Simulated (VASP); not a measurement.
A run of VASP 6.6.1 is set up as follows.

The input INCAR:

```
PREC     = Accurate       # precision mode
ENCUT    = 520            # plane-wave cutoff, eV
EDIFF    = 1E-6           # SCF threshold, eV
ISMEAR   = 0              # smearing method
SIGMA    = 0.15           # smearing width, eV
LREAL    = False          # projectors in reciprocal space
LASPH    = True           # aspherical terms in the spheres
NELM     = 60             # most SCF steps
ALGO     = Fast           # electronic algorithm
ISIF     = 2              # what is computed and relaxed
LWAVE    = False          # write WAVECAR
LCHARG   = True           # write CHGCAR
GGA      = PS             # functional
LELF     = True           # ELF
LVHAR    = True         
NBANDS   = 13             # bands
```

KPOINTS

```
regular mesh
0
Gamma
  24 24 24
```

File POSCAR:

```
Mo
1.0
   -1.7634766507      1.7634766507      1.2467779921
    1.7634766507     -1.7634766507      1.2467779921
    1.7634766507      1.7634766507     -1.2467779921
Mo
1
Direct
    0.0000000000      0.0000000000      0.0000000000
```

Potentials or basis: VASP PAW PBE potentials, release 64 (Mo_sv).

Run with:

```bash
$ cat potpaw_PBE.64/Mo_sv/POTCAR > POTCAR
$ mpirun -np 1 vasp_std > vasp.out
```

Problem. Estimate the pressure.

Solution. 10.6 GPa.

Problem. Estimate the band gap on the k mesh.

Solution. Zero (bands 7 and 8 overlap by 6.12 eV).

Stress tensor (GPa, compression positive):
```
-2.04  0.00  0.00
 0.00 -2.04  0.00
 0.00  0.00 35.86
```

Caveat: the cell stands under pressure; the PAW data sets were made with another functional, which shifts forces and pressure a little.
